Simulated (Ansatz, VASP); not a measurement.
## Two plane-wave programs on SrO

File POSCAR:

```
SrO
1.0
    0.0000000000      2.5798927166      2.5798927166
    2.5798927166      0.0000000000      2.5798927166
    2.5798927166      2.5798927166      0.0000000000
Sr O
1 1
Direct
    0.5000000000      0.5000000000      0.5000000000
    0.0000000000      0.0000000000      0.0000000000
```

Contents of INCAR.step1:

```
SYSTEM = SrO
ALGO = Normal
EDIFF = 1E-4
ENCUT = 520
GGA = PE
ISMEAR = 0
LASPH = .TRUE.
LCHARG = .FALSE.
LREAL = .FALSE.
LWAVE = .TRUE.
NBANDS = 15
NELM = 80
PREC = Accurate
SIGMA = 0.001
```

The input INCAR.step2:

```
SYSTEM = SrO
ALGO = Normal
EDIFF = 1E-6
ENCUT = 520
ISIF = 2
ISMEAR = 0
ISTART = 1
LASPH = .TRUE.
LCHARG = .FALSE.
LMIXTAU = .TRUE.
LREAL = .FALSE.
LWAVE = .FALSE.
METAGGA = R2SCAN
NBANDS = 15
NELM = 80
PREC = Accurate
SIGMA = 0.001
```

The input KPOINTS:

```
k-points
0
G
  6 6 6
  0 0 0
```

Input for Ansatz:

```yaml
crystal:
  lattice:
    - [0.0, 2.5798927166, 2.5798927166]
    - [2.5798927166, 0.0, 2.5798927166]
    - [2.5798927166, 2.5798927166, 0.0]
  atoms:
    - { symbol: Sr, position: [0.5, 0.5, 0.5] }
    - { symbol: O, position: [0.0, 0.0, 0.0] }
kpoints:
  mp_grid: { grid: [6, 6, 6] }
hamiltonian:
  xc: r2scan
scf:
  occupations: { method: gaussian, width: 0.001 }
  n_extra_bands: 4
output:
  forces: true
  stress: true
  eigenvalues: true
```

Alike in both runs: task single point; functional r2SCAN; k mesh 6 × 6 × 6; occupations gaussian, width 0.001 eV; no spin polarisation.

|  | VASP | Ansatz |
| --- | --- | --- |
| version | VASP 6.6.1 | Ansatz 0.2.0 |
| potentials or method | VASP PAW PBE potentials, release 64 (Sr_sv, O) | plane waves |
| plane-wave cutoff (eV) | 520 | 500 |
| valence electrons in the cell | 16 | 16 |

VASP gave:

```
gap on the k mesh at the Fermi level (eV) : 3.75
pressure (GPa)                            : 0.5
```

Which values does Ansatz return?

gap on the k mesh at the Fermi level (eV): 3.80; pressure (GPa): 0.0.

VASP's potentials were made for PBE, not for r2SCAN. The functional is the same, so the differences come from potentials, cutoffs and numerics.
